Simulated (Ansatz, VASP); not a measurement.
Cr in VASP and in Ansatz

File INCAR:

```
PREC = Accurate
ENCUT = 520
EDIFF = 1E-7
ISMEAR = 0
SIGMA = 0.15
LREAL = False
LASPH = True
NELM = 60
ALGO = Normal
ISIF = 2
LWAVE = False
LCHARG = False
GGA = PS
NBANDS = 12
```

File KPOINTS:

```
Automatic mesh
0
Gamma
  22 22 22
```

POSCAR

```
Cr
1.0
    0.0000000000      1.8584000000      1.8400000000
    1.8584000000      0.0000000000      1.8400000000
    1.8584000000      1.8584000000      0.0000000000
Cr
1
Direct
    0.0000000000      0.0000000000      0.0000000000
```

Input for Ansatz:

```yaml
crystal:
  lattice:
    - [0.0, 1.8584, 1.84]
    - [1.8584, 0.0, 1.84]
    - [1.8584, 1.8584, 0.0]
  atoms:
    - { symbol: Cr, position: [0.0, 0.0, 0.0] }
basis:
  ecutwfc: 420
kpoints:
  mp_grid: { grid: [22, 22, 22] }
hamiltonian:
  xc: pbesol
scf:
  occupations: { method: gaussian, width: 0.15 }
output:
  forces: true
  stress: true
  eigenvalues: true
```

Change from the starting cell: strain +0.0100 x Voigt [1, 1, 0, 0, 0, 0], atoms carried along.

Alike in both runs: task single point; functional PBEsol; k mesh 22 × 22 × 22; occupations gaussian, width 0.15 eV; no spin polarisation.

|  | VASP | Ansatz |
| --- | --- | --- |
| version | VASP 6.6.1 | Ansatz 0.2.0 |
| potentials or method | VASP PAW PBE potentials, release 64 (Cr_pv), cutoff 520 eV | scalar-relativistic, plane waves, PAW |
| valence electrons in the cell | 12 | 14 |

```tsv
	VASP	Ansatz	Ansatz less VASP
gap on the k mesh at the Fermi level (eV)	none	none	-
pressure (GPa)	-22.0	-21.6	+0.35
traceless stress, the component that is largest in VASP (GPa)	-1.86	-1.88	-0.022
```

VASP's potentials were made for PBE, not for PBEsol. A gap of «none» marks a metal or a gap that the smearing closes. VASP's potentials hold 12 valence electrons a cell and Ansatz's 14, so a difference there can come from the potentials and not from the codes.
